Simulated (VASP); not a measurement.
**Bi: single point with RPBE**

The system is Bi.

```
CELL_PARAMETERS angstrom
5.94150 0.00000 0.00000
-2.97075 5.14549 0.00000
0.00000 0.00000 3.49042
ATOMIC_POSITIONS crystal
Bi 0.00000 0.00000 0.00000
Bi 0.33333 0.66667 0.50000
Bi 0.66667 0.33333 0.50000
```

This isn't the form of Bi at room conditions, which is rhombohedral.

```yaml
Program: VASP 6.6.1
Task: single point
Functional: RPBE
Potentials_or_basis: VASP PAW PBE potentials, release 64 (Bi_d)
Cutoff: 520 eV
k_mesh: 7 × 7 × 10
Occupations: fermi-dirac, width 0.1 eV
Spin: no spin polarisation
Dipole_correction: no
Further_INCAR_settings: ALGO = Normal; EDIFF = 1e-06; NBANDS = 30
```

The pressure is -3.0 GPa. The band gap on the k mesh is zero (an odd number of electrons rules out a gap without spin polarisation).

Levels at points of the mesh, in eV from the Fermi level:
```csv
k point,band 21,band 22,band 23,band 24,band 25,band 26
"(0.00, 0.00, 0.00)",-2.76,-2.76,1.64,4.11,4.11,4.64
"(0.00, 0.00, 0.50)",-1.65,-1.50,-1.50,-0.22,-0.22,0.95
```

It took 63 s on 1 thread of Intel(R) Xeon(R) 6975P-C (Granite Rapids), on a shared host, peak memory 0.28 GiB.

Caveat: the PAW data sets were made with another functional, which shifts forces and pressure a little; spin-orbit coupling is left out, which moves the levels of the heavy elements.
